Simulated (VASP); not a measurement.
Here is a VASP 6.6.1 calculation.

INCAR

```
ALGO = Normal
EDIFF = 1E-6
EDIFFG = -0.025
ENCUT = 520
GGA = PE
IBRION = 2
ISIF = 2
ISMEAR = 0
KPAR = 2
LASPH = T
LCHARG = F
LREAL = Auto
LWAVE = F
NELECT = 146.0
NELM = 60
NSW = 65
PREC = Accurate
SIGMA = 0.01
```

KPOINTS

```
k-points
0
Gamma
  3 3 3
```

The input POSCAR:

```
Ga8P8H
1.0
    0.0000000000      5.5051169764     -5.5051169764
    5.5051169764      5.5051169764      0.0000000000
    5.5051169764      0.0000000000     -5.5051169764
Ga P H
8 8 1
Direct
    0.4992033967      0.4992033967      0.0007966033
    0.4992033967      0.0007966033      0.0007966033
    1.0007966033      0.4992033967      0.0007966033
    1.0000000000      0.0000000000      0.0000000000
    0.5000000000      0.5000000000      0.5000000000
    0.4992033967      0.0007966033      0.4992033967
    1.0007966033      0.4992033967      0.4992033967
    1.0007966033      0.0007966033      0.4992033967
    0.3750661722      0.3750661722      0.3750661722
    0.3750661722      0.8748014833      0.3750661722
    0.8748014833      0.3750661722      0.3750661722
    0.8733585868      0.8733585868      0.3799242397
    0.3750661722      0.3750661722      0.8748014833
    0.3799242397      0.8733585868      0.8733585868
    0.8733585868      0.3799242397      0.8733585868
    0.8733585868      0.8733585868      0.8733585868
    0.7500000000      0.7500000000      0.7500000000
```

Potentials or basis: VASP PAW PBE potentials, release 64 (Ga_d, P, H).

Command:

```bash
$ cat potpaw_PBE.64/Ga_d/POTCAR potpaw_PBE.64/P/POTCAR potpaw_PBE.64/H/POTCAR > POTCAR
$ mpirun -np 2 vasp_std > vasp.out
```

**Question.** Predict the energy gained by relaxing.

**Answer.** 2.8 meV/atom.

Final structure:
```
Ga P H
1.0
     0.00000    5.50512   -5.50512
     5.50512    5.50512    0.00000
     5.50512    0.00000   -5.50512
Ga P H
8 8 1
Cartesian
  8.2577 5.5332 -8.2577
  10.9822 8.2577 -8.2577
  8.2577 8.2577 -10.9822
  0.0000 0.0000 0.0000
  5.5051 5.5051 -5.5051
  8.2577 8.2577 -5.5332
  5.5332 8.2577 -8.2577
  8.2577 10.9822 -8.2577
  4.1214 4.1214 -4.1214
  6.8889 6.8889 -4.1214
  4.1214 6.8889 -6.8889
  6.8899 9.6255 -6.8899
  6.8889 4.1214 -6.8889
  9.6255 6.8899 -6.8899
  6.8899 6.8899 -9.6255
  9.6255 9.6255 -9.6255
  8.2577 8.2577 -8.2577
```

Caveat: the cell carries a net charge on a neutralising background, which shifts energy and pressure; the cell differs from its parent crystal (with an interstitial atom).
